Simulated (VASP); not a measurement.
Wanted: the native input for a VASP 6.6.1 run.

* Task: relaxation of cell and atoms
* Functional: PBE
* Potentials or basis: VASP PAW PBE potentials, release 64 (Al, Cl)
* Cutoff: 600 eV
* k mesh: 14 × 14 × 14
* Occupations: gaussian, width 0.1 eV
* Spin: no spin polarisation
* Dipole correction: no
* Further INCAR settings: ALGO = Normal; EDIFF = 1e-06; IBRION = 2; EDIFFG = -0.01; NSW = 100; ISIF = 3

The structure of Al4Cl lies in POSCAR:

```
Al4Cl
1.0
   -1.9647011087      1.9647011087      6.5850228471
    1.9647011087     -1.9647011087      6.5850228471
    1.9647011087      1.9647011087     -6.5850228471
Al Cl
4 1
Direct
    0.2500000000      0.7500000000      0.5000000000
    0.7500000000      0.2500000000      0.5000000000
    0.3997894232      0.3997894232      0.0000000000
    0.6002105768      0.6002105768      0.0000000000
    0.0000000000      0.0000000000      0.0000000000
```

The cell was generated, and may not be a known phase.

The input as run:

INCAR

```
SYSTEM = Al4Cl
PREC     = Accurate       ! precision mode
ENCUT    = 600            ! plane-wave cutoff, eV
EDIFF    = 1E-6           ! SCF threshold, eV
ISMEAR   = 0              ! smearing method
SIGMA    = 0.1            ! smearing width, eV
LREAL    = .FALSE.        ! projectors in reciprocal space
LASPH    = .TRUE.         ! aspherical terms in the spheres
NELM     = 80             ! most SCF steps
ALGO     = Normal         ! electronic algorithm
ISIF     = 3              ! what is computed and relaxed
LWAVE    = .FALSE.        ! write WAVECAR
LCHARG   = .FALSE.        ! write CHGCAR
GGA      = PE             ! functional
IBRION   = 2              ! ionic algorithm
NSW      = 100            ! ionic steps
EDIFFG   = -0.01          ! ionic threshold
```

KPOINTS

```
Automatic mesh
0
G
  14 14 14
  0 0 0
```

Potentials or basis: VASP PAW PBE potentials, release 64 (Al, Cl).

Run with:

```console
$ cat potpaw_PBE.64/Al/POTCAR potpaw_PBE.64/Cl/POTCAR > POTCAR
$ mpirun -np 1 vasp_std > vasp.out
```

It gave:

The relaxed volume is 20.40 Å³/atom and the relaxed cell is a = 7.144 Å, b = 7.144 Å, c = 7.144 Å, α = 148.01°, β = 148.01°, γ = 45.87°. The space group after relaxing (to 0.1 Å) is I4/mmm (No. 139). The energy gained by relaxing is 0.3 meV/atom, the ionic steps are 5 and the pressure after relaxing is 0.0 GPa. The band gap on the k mesh is zero (an odd number of electrons rules out a gap without spin polarisation).

Run time: 22 min on 1 thread of Intel(R) Xeon(R) 6975P-C (Granite Rapids) (shared host), peak memory 0.76 GiB.
